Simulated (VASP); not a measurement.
The system is NbP.

```xyz
4
Lattice="-1.6523 1.6523 5.6625 1.6523 -1.6523 5.6625 1.6523 1.6523 -5.6625" Properties=species:S:1:pos:R:3 pbc="T T T"
Nb    1.6523    0.0000    2.8299
Nb    0.0000    0.0000    5.6612
P     0.0000    1.6523    3.7684
P     0.0000    0.0000    0.9371
```

Base run:

```yaml
Program: VASP 6.6.1
Functional: r2SCAN
Potentials_or_basis: VASP PAW PBE potentials, release 64 (Nb_sv, P)
Cutoff: 520 eV
k_mesh: 11 × 11 × 11
Occupations: fermi-dirac, width 0.05 eV
Spin: no spin polarisation
```

Its results: pressure 6.3 GPa; largest force 0.010 eV/Å.

Problem. The run is repeated on the same cell with these changes: functional from r2SCAN to LDA; potentials or basis from VASP PAW PBE potentials, release 64 (Nb_sv, P) to VASP PAW LDA potentials, release 64 (Nb_sv, P). What comes out?

Solution. Pressure -1.8 GPa; largest force 0.030 eV/Å.

Caveats: the cell stands under pressure (at least some runs); the PAW data sets were made with another functional, which shifts forces and pressure a little (at least some runs).
